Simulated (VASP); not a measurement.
The system is KCl (Sylvite).

```xyz
2
Lattice="0.0000 3.1465 3.1465 3.1465 0.0000 3.1465 3.1465 3.1465 0.0000" Properties=species:S:1:pos:R:3 pbc="T T T"
K     0.0000    0.0000    0.0000
Cl    3.1465    3.1465    3.1465
```

```yaml
Program: VASP 6.6.1
Task: relaxation of cell and atoms
Functional: PBEsol
Dispersion: D3(BJ)
Potentials_or_basis: VASP PAW PBE potentials, release 64 (K_sv, Cl)
Cutoff: 600 eV
k_mesh: 7 × 7 × 7
Occupations: fermi-dirac, width 0.05 eV
Spin: no spin polarisation
```

At the start: pressure -1.3 GPa; volume 31.15 Å³/atom.

Task: How do energy, volume and symmetry change on relaxing?

Result: Over 4 steps the energy falls by 10.1 meV/atom and the volume is 28.91 Å³/atom (-7.2 %); space group Fm-3m (No. 225, to 0.05 Å).

Step by step:
```csv
step,energy change (eV),largest force (eV/Å),pressure (GPa),volume (Å³)
1,0.0000,0.0000,-1.34,62.30
2,-0.0151,0.0000,-0.72,59.98
3,-0.0201,0.0000,-0.07,58.03
4,-0.0202,0.0000,0.00,57.82
```

Final structure:
```cif
data_structure
_symmetry_space_group_name_H-M 'P 1'
_symmetry_Int_Tables_number 1
_cell_length_a 4.3405
_cell_length_b 4.3405
_cell_length_c 4.3405
_cell_angle_alpha 60.000
_cell_angle_beta 60.000
_cell_angle_gamma 60.000
_cell_volume 57.82
loop_
_atom_site_label
_atom_site_type_symbol
_atom_site_fract_x
_atom_site_fract_y
_atom_site_fract_z
_atom_site_occupancy
K1 K 0.00000 0.00000 0.00000 1
Cl1 Cl 0.50000 0.50000 0.50000 1
```

Caveat: the PAW data sets were made with another functional, which shifts forces and pressure a little.
